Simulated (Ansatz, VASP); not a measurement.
One calculation of MoS2, two programs

The input INCAR:

```
PREC = Accurate
ENCUT = 520
EDIFF = 1E-6
ISMEAR = 0
SIGMA = 0.05
LREAL = False
LASPH = True
NELM = 100
ALGO = Normal
ISIF = 2
LWAVE = False
LCHARG = True
GGA = PE
IVDW = 12
LELF = True
LVHAR = True
NBANDS = 20
```

The input KPOINTS:

```
Automatic mesh
0
Gamma
  12 12 6
```

The input POSCAR:

```
MoS2
1.0
    2.8859671397      0.0000000000      0.0000000000
   -1.4429835698      2.4993208574      0.0000000000
    0.0000000000      0.0000000000      7.9181434957
Mo S
1 2
Direct
    0.0000000000      0.0000000000      0.0000000000
    0.3333333333      0.6666666667      0.2356692374
    0.3333333333      0.6666666667      0.7643307626
```

Input for Ansatz:

```yaml
crystal:
  lattice:
    - [2.8859671397, 0.0, 0.0]
    - [-1.4429835698, 2.4993208574, 0.0]
    - [0.0, 0.0, 7.9181434957]
  atoms:
    - { symbol: Mo, position: [0.0, 0.0, 0.0] }
    - { symbol: S, position: [0.3333333333, 0.6666666667, 0.2356692374] }
    - { symbol: S, position: [0.3333333333, 0.6666666667, 0.7643307626] }
basis:
  ecutwfc: 420
kpoints:
  mp_grid: { grid: [12, 12, 6] }
hamiltonian:
  xc: pbe
  dispersion: d3bj
scf:
  occupations: { method: gaussian, width: 0.05 }
output:
  forces: true
  stress: true
  eigenvalues: true
```

Alike in both runs: task single point; functional PBE; dispersion D3(BJ); k mesh 12 × 12 × 6; occupations gaussian, width 0.05 eV; no spin polarisation.

|  | VASP | Ansatz |
| --- | --- | --- |
| version | VASP 6.6.1 | Ansatz 0.2.0 |
| potentials or method | VASP PAW PBE potentials, release 64 (Mo_sv, S), cutoff 520 eV | scalar-relativistic, plane waves, PAW |
| valence electrons in the cell | 26 | 26 |

Ansatz gave:

| Property | Result |
| --- | --- |
| gap on the k mesh at the Fermi level (eV) | 0.13 |
| least direct gap on the mesh (eV) | 0.78 |
| pressure (GPa) | -0.3 |
| traceless stress, the component that is largest in VASP (GPa) | -31.69 |
| rms of the force components (eV/Å) | 1.348 |

**Question.** Which values does VASP return?

**Answer.** gap on the k mesh at the Fermi level (eV): 0.13; least direct gap on the mesh (eV): 0.78; pressure (GPa): -0.3; traceless stress, the component that is largest in VASP (GPa): -31.77; rms of the force components (eV/Å): 1.352.

Atom by atom the forces differ by 0.004 eV/Å (rms over components).
